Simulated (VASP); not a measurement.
# TaN (I4/mmm) in VASP: a series of runs

TaN is run at these levels: PBE; tasks: single point.

Program: VASP 6.6.1. These are calculated values, not measurements. Logs are shortened: lines on timing, memory, paths and dates and some standing lists are left out, and cuts for length are marked.

## (1) The cell of the first run

Symmetry: I4/mmm, No. 139, tetragonal system. The conventional cell has a = 3.005 Å, b = 3.005 Å, c = 4.358 Å, α = 90.00°, β = 90.00°, γ = 90.00°. Within 2.8 Å of Ta (site symmetry 4/mmm) lie 6 N at 2.12 to 2.18 Å. N (site symmetry 4/mmm) has 6 Ta at 2.12 to 2.18 Å within 2.8 Å.

## (2) Single point, PBE (strain -0.025 along x and y, +0.000 along z)

Input file INCAR:

```
PREC = Accurate
ENCUT = 520
EDIFF = 1E-6
ISMEAR = 0
SIGMA = 0.15
LREAL = False
LASPH = True
NELM = 100
ALGO = Normal
ISIF = 2
LWAVE = False
LCHARG = False
GGA = PE
NBANDS = 15
```

Input file KPOINTS:

```
Automatic mesh
0
Gamma
  18 18 18
```

Input file POSCAR:

```
TaN
1.0
    0.0000000000      2.1245250000      2.1790000000
    2.1245250000      0.0000000000      2.1790000000
    2.1245250000      2.1245250000      0.0000000000
Ta N
1 1
Direct
    0.5000000000      0.5000000000      0.5000000000
    0.0000000000      0.0000000000      0.0000000000
```

Potentials or basis: VASP PAW PBE potentials, release 64 (Ta_pv, N).

Command:

```
$ cat potpaw_PBE.64/Ta_pv/POTCAR potpaw_PBE.64/N/POTCAR > POTCAR
$ mpirun -np 1 vasp_std > vasp.out
```

OUTCAR:

```text
PREC = Accurate
   ENCUT = 520
   EDIFF = 1E-6
   ISMEAR = 0
   LREAL = False
   LASPH = True
   NELM = 100
   ISIF = 2
   GGA = PE

 ion  position               nearest neighbor table
   1  0.500  0.500  0.500-   2 2.12   2 2.12   2 2.12   2 2.12   2 2.18   2 2.18
   2  0.000  0.000  0.000-   1 2.12   1 2.12   1 2.12   1 2.12   1 2.18   1 2.18

  LATTYP: Found a body centered tetragonal cell.
 ALAT       =     3.0045320686
 C/A-ratio  =     1.4504754486

  Lattice vectors:

 A1 = (  -2.1245250000,   0.0000000000,   2.1790000000)
 A2 = (   2.1245250000,   0.0000000000,   2.1790000000)
 A3 = (   0.0000000000,   2.1245250000,  -2.1790000000)

Analysis of symmetry for initial positions (statically):
=====================================================================
 Subroutine PRICEL returns:
 Original cell was already a primitive cell.

 Routine SETGRP: Setting up the symmetry group for a
 body centered tetragonal supercell.

 Subroutine GETGRP returns: Found 16 space group operations
 (whereof 16 operations were pure point group operations)
 out of a pool of 16 trial point group operations.

The static configuration has the point symmetry D_4h.

Analysis of symmetry for dynamics (positions and initial velocities):
=====================================================================
 Subroutine PRICEL returns:
 Original cell was already a primitive cell.

 Routine SETGRP: Setting up the symmetry group for a
 body centered tetragonal supercell.

 Subroutine GETGRP returns: Found 16 space group operations
 (whereof 16 operations were pure point group operations)
 out of a pool of 16 trial point group operations.

The dynamic configuration has the point symmetry D_4h.

 Subroutine INISYM returns: Found 16 space group operations
 (whereof 16 operations are pure point group operations),
 and found     1 'primitive' translations

----------------------------------------------------------------------------------------

                                     Primitive cell

  volume of cell :      19.6703

  direct lattice vectors                    reciprocal lattice vectors
     0.000000000  2.124525000  2.179000000    -0.235346725  0.235346725  0.229463056
     2.124525000  0.000000000  2.179000000     0.235346725 -0.235346725  0.229463056
     2.124525000  2.124525000  0.000000000     0.235346725  0.235346725 -0.229463056

  length of vectors
     3.043295496  3.043295496  3.004532069     0.404264092  0.404264092  0.404264092

  position of ions in fractional coordinates (direct lattice)
     0.500000000  0.500000000  0.500000000
     0.000000000  0.000000000  0.000000000

  ion indices of the primitive-cell ions
   primitive index   ion index
                 1           1
                 2           2

----------------------------------------------------------------------------------------

 KPOINTS: Automatic mesh

Automatic generation of k-mesh.
 Grid dimensions read from file:
 generate k-points for:   18   18   18

 Generating k-lattice:

  Cartesian coordinates                     Fractional coordinates (reciprocal lattice)
    -0.013074818  0.013074818  0.012747948     0.055555556  0.000000000  0.000000000
     0.013074818 -0.013074818  0.012747948     0.000000000  0.055555556  0.000000000
     0.013074818  0.013074818 -0.012747948    -0.000000000 -0.000000000  0.055555556

  Length of vectors
     0.022459116  0.022459116  0.022459116

  Shift w.r.t. Gamma in fractional coordinates (k-lattice)
     0.000000000  0.000000000  0.000000000

 Subroutine IBZKPT returns following result:
 ===========================================

 Found    480 irreducible k-points:

 Following reciprocal coordinates:
            Coordinates               Weight
  0.000000  0.000000  0.000000      1.000000
  0.055556  0.000000  0.000000      8.000000
  0.111111  0.000000  0.000000      8.000000
  0.166667  0.000000  0.000000      8.000000
  0.222222  0.000000  0.000000      8.000000
  0.277778  0.000000  0.000000      8.000000
[... 16 lines left out ...]
 -0.277778  0.055556  0.000000      8.000000
 -0.222222  0.055556  0.000000      8.000000
 [... further k-points ...]
   k-points           NKPTS =    480   k-points in BZ     NKDIM =    480   number of bands    NBANDS=     15
   number of dos      NEDOS =    301   number of ions     NIONS =      2
   total plane-waves  NPLWV =  13824
   dimension x,y,z NGX =    24 NGY =   24 NGZ =   24
   dimension x,y,z NGXF=    48 NGYF=   48 NGZF=   48
   ions per type =               1   1
   NGX,Y,Z   is equivalent  to a cutoff of  13.11, 13.11, 13.28 a.u.
   NGXF,Y,Z  is equivalent  to a cutoff of  26.22, 26.22, 26.56 a.u.
 SYSTEM =  unknown system
   PREC   = accura    normal or accurate (medium, high low for compatibility)
   ISTART =      0    job   : 0-new  1-cont  2-samecut
   ICHARG =      2    charge: 1-file 2-atom 10-const
   ISPIN  =      1    spin polarized calculation?
   LNONCOLLINEAR =      F non collinear calculations
   LSORBIT =      F    spin-orbit coupling
   LASPH  =      T    aspherical Exc in radial PAW
   ENCUT  =  520.0 eV  38.22 Ry    6.18 a.u.   5.66  5.66  5.59*2*pi/ulx,y,z
   NELM   =    100;   NELMIN=  2; NELMDL= -5     # of ELM steps
   EDIFF  = 0.1E-05   stopping-criterion for ELM
   LREAL  =      F    real-space projection
   EDIFFG = 0.1E-04   stopping-criterion for IOM
   NSW    =      0    number of steps for IOM
   IBRION =     -1    ionic relax: 0-MD 1-quasi-New 2-CG
   NFREE  =      0    steps in history (QN), initial steepest desc. (CG)
   ISIF   =      2    stress and relaxation
   ISYM   =      2    0-nonsym 1-usesym 2-fastsym
   POTIM  = 0.5000    time-step for ionic-motion
   TEBEG  =    0.0;   TEEND  =   0.0 temperature during run
   PSTRESS=    0.0 pullay stress
   NELECT =      16.0000    total number of electrons
   NUPDOWN=      -1.0000    fix difference up-down
   EMIN   =  10.00;   EMAX   =-10.00  energy-range for DOS
   EFERMI =   0.00;   METHOD = LEGACY
   ISMEAR =     0;   SIGMA  =   0.15  broadening in eV -4-tet -1-fermi 0-gaus
   EFERMI_NEDOS =   21; number of points for ismear=-14 and -15
   IALGO  =     38    algorithm
   IMIX   =      4    mixing-type and parameters
     AMIX     =   0.40;   BMIX     =  1.00
     AMIX_MAG =   1.60;   BMIX_MAG =  1.00
  volume/ion in A,a.u.               =       9.84        66.37
  Fermi-wavevector in a.u.,A,eV,Ry     =   1.528192  2.887864 31.774638  2.335370
  Thomas-Fermi vector in A             =   2.635984
   LORBIT       =      0    0 simple, 1 ext, 2 COOP (PROOUT), +10 PAW based schemes
   GGA     = PE    functional components
   LHFCALC =     F    Hartree Fock is set to
   AEXX    =    0.0000 exact exchange contribution
   IVDW    =     0    specifies the selected vdW correction
   LEPSILON=     F    determine dielectric tensor
   LRPA    =     F    only Hartree local field effects (RPA)
 non-spin polarized calculation
 Gauss-broadening in eV      SIGMA  =   0.15
  energy-cutoff  :      520.00
  volume of cell :       19.67
 maximum number of plane-waves:       543
   NGX = 11   NGY = 11   NGZ = 11

 number of electron      15.9999997 magnetization

 Free energy of the ion-electron system (eV)
  ---------------------------------------------------
  ext. energy  EPLUGINS =         0.00000000
  ---------------------------------------------------
  free energy    TOTEN  =       -21.59852598 eV

  energy without entropy =      -21.58999828  energy(sigma->0) =      -21.59426213

 E-fermi :  10.4697     XC(G=0): -13.8735

 val. band max:       10.4631106081   @ k =  -0.3333   0.3889   0.2222
 cond. band min:      10.4752905124   @ k =   0.2778  -0.0000   0.0556
 fundamental gap:      0.0121799043
 Fermi energy:        10.4697251122

 k-point     1 :       0.0000    0.0000    0.0000
  band No.  band energies     occupation
      1     -25.1753      2.00000
      2     -25.1621      2.00000
      3     -25.1621      2.00000
      4      -9.0659      2.00000
      5       6.3024      2.00000
      6       6.4467      2.00000
      7       6.4467      2.00000
      8       7.9008      2.00000
      9       8.2362      2.00000
     10       8.2362      2.00000
     11      10.2291      1.97669
     12      10.7319      0.01344
     13      12.8000      0.00000
     14      19.8939      0.00000
     15      23.0046      0.00000

 k-point     2 :       0.0556    0.0000    0.0000
  band No.  band energies     occupation
      1     -25.2055      2.00000
      2     -25.1740      2.00000
      3     -25.1646      2.00000
      4      -8.9774      2.00000
      5       5.9204      2.00000
      6       6.0696      2.00000
      7       6.1422      2.00000
      8       8.0956      2.00000
      9       8.3665      2.00000
     10       8.4152      2.00000
     11      10.5732      0.32919
     12      11.0881      0.00000
     13      13.0276      0.00000
     14      20.1539      0.00000
     15      23.0045      0.00000

 k-point     3 :       0.1111    0.0000    0.0000
  band No.  band energies     occupation
      1     -25.3130      2.00000
      2     -25.1861      2.00000
      3     -25.1719      2.00000
      4      -8.7204      2.00000
      5       5.0166      2.00000
      6       5.3786      2.00000
      7       5.4764      2.00000
      8       8.4753      2.00000
      9       8.6807      2.00000
     10       8.7325      2.00000
     11      11.4311      0.00000
     12      11.9782      0.00000
     13      13.6345      0.00000
     14      20.8894      0.00000
     15      23.0043      0.00000
[... 343 lines left out ...]
 k-point    23 :      -0.2778    0.0556    0.0000
  band No.  band energies     occupation
      1     -25.9328      2.00000
      2     -25.2911      2.00000
      3     -25.2016      2.00000
      4      -6.9747      2.00000
      5       1.4566      2.00000
      6       3.0576      2.00000
      7       3.3600      2.00000
      8       9.9590      2.00000
      9      10.3329      1.80288
     10      11.3753      0.00000
     11      14.2787      0.00000
     12      16.6198      0.00000
     13      16.8431      0.00000
     14      22.9888      0.00000
     15      23.7251      0.00000

 k-point    24 :      -0.2222    0.0556    0.0000
  band No.  band energies     occupation
      1     -25.7455      2.00000
      2     -25.2685      2.00000
      3     -25.1862      2.00000
      4      -7.5464      2.00000
      5       2.4044      2.00000
      6       3.5695      2.00000
      7       3.9255      2.00000
      8       9.4767      2.00000
      9       9.6497      2.00000
     10      10.5791      0.30265
     11      13.1386      0.00000
     12      15.5949      0.00000
     13      16.0240      0.00000
     14      22.9980      0.00000
     15      23.4987      0.00000

 [... further k-points ...]

------------------------ aborting loop because EDIFF is reached ----------------------------------------

  FORCE on cell =-STRESS in cart. coord.  units (eV):
  Direction    XX          YY          ZZ          XY          YZ          ZX
  --------------------------------------------------------------------------------------
  -------------------------------------------------------------------------------------
  Total        5.6251218      5.6251218      2.9695896      0.0000000      0.0000000     -0.0000000
  in kB      458.1752206    458.1752206    241.8778462      0.0000000      0.0000000     -0.0000000
  external PRESSURE =     386.0760958 kB  Pullay stress =       0.0000000 kB

 VOLUME and BASIS-vectors are now :
 -----------------------------------------------------------------------------
  energy-cutoff  :      520.00
  volume of cell :       19.67
      direct lattice vectors                 reciprocal lattice vectors
     0.000000000  2.124525000  2.179000000    -0.235346725  0.235346725  0.229463056
     2.124525000  0.000000000  2.179000000     0.235346725 -0.235346725  0.229463056
     2.124525000  2.124525000  0.000000000     0.235346725  0.235346725 -0.229463056

 POSITION                                       TOTAL-FORCE (eV/Angst)
 -----------------------------------------------------------------------------------
      2.12453      2.12453      2.17900         0.000000      0.000000      0.000000
      0.00000      0.00000      0.00000        -0.000000     -0.000000      0.000000
 -----------------------------------------------------------------------------------
    total drift:                                0.000000     -0.000000     -0.000000

  FREE ENERGIE OF THE ION-ELECTRON SYSTEM (eV)
  ---------------------------------------------------
  free  energy   TOTEN  =       -21.5985259794 eV

  energy  without entropy=      -21.5899982771  energy(sigma->0) =      -21.59426213
```

Wall time 44 s (1 thread of Intel Xeon 6975P-C (Granite Rapids), shared host); peak memory 0.25 GiB.

Results:

```
Free energy            : -21.5985 eV
Pressure               : 38.6 GPa
Band gap on the k mesh : zero (bands 8 and 9 overlap by 4.28 eV)
```

Stress tensor (GPa, compression positive):
```
45.82  0.00  0.00
 0.00 45.82  0.00
 0.00  0.00 24.19
```

Caveat: the cell differs from its parent crystal (strain -0.025 along x and y, +0.000 along z); the cell stands under pressure; spin-orbit coupling is left out, which moves the levels of the heavy elements.

## (3) Single point, PBE (strain +0.000 along x and y, -0.025 along z)

Input file INCAR:

```
  ALGO = Normal
  EDIFF = 1E-7
  ENCUT = 520
  GGA = PE
  ISIF = 2
  ISMEAR = 0
  LASPH = T
  LCHARG = F
  LREAL = F
  LWAVE = F
  NBANDS = 15
  NELM = 100
  PREC = Accurate
  SIGMA = 0.15
```

Input file KPOINTS:

```
k-points
0
Gamma
  18 18 18
```

Input file POSCAR:

```
TaN
1.0
    0.0000000000      2.1790000000      2.1245250000
    2.1790000000      0.0000000000      2.1245250000
    2.1790000000      2.1790000000      0.0000000000
Ta N
1 1
Direct
    0.5000000000      0.5000000000      0.5000000000
    0.0000000000      0.0000000000      0.0000000000
```

Potentials or basis: VASP PAW PBE potentials, release 64 (Ta_pv, N).

Command:

```
$ cat potpaw_PBE.64/Ta_pv/POTCAR potpaw_PBE.64/N/POTCAR > POTCAR
$ mpirun -np 1 vasp_std > vasp.out
```

It took 57 s on 1 thread of Intel Xeon 6975P-C (Granite Rapids), shared host; peak memory 0.26 GiB.

Results (log left out):

* Free energy: -21.7007 eV
* Pressure: 26.8 GPa
* Band gap on the k mesh: zero (bands 8 and 9 overlap by 4.30 eV)

Stress tensor (GPa, compression positive):
```
19.88  0.00  0.00
 0.00 19.88  0.00
 0.00  0.00 40.56
```

Levels at points of the mesh, in eV from the Fermi level:
```tsv
k point	band 4	band 5	band 6	band 7	band 8	band 9	band 10	band 11	band 12	band 13
(0.00, 0.00, 0.00)	-19.32	-4.04	-4.04	-3.90	-2.37	-2.37	-2.05	-0.13	0.11	2.13
(0.50, 0.00, 0.00)	-15.96	-10.83	-8.00	-7.99	1.93	2.18	2.20	3.98	7.76	8.38
(0.50, 0.50, 0.00)	-18.04	-6.55	-5.89	-4.87	-4.87	2.30	3.84	3.84	5.15	7.57
(0.50, 0.00, 0.50)	-18.06	-6.85	-5.83	-4.80	-4.66	2.23	3.66	4.01	5.12	7.40
```

Caveat: the cell differs from its parent crystal (strain +0.000 along x and y, -0.025 along z); the cell stands under pressure; spin-orbit coupling is left out, which moves the levels of the heavy elements.

(Part 1 of 2 ends here.)
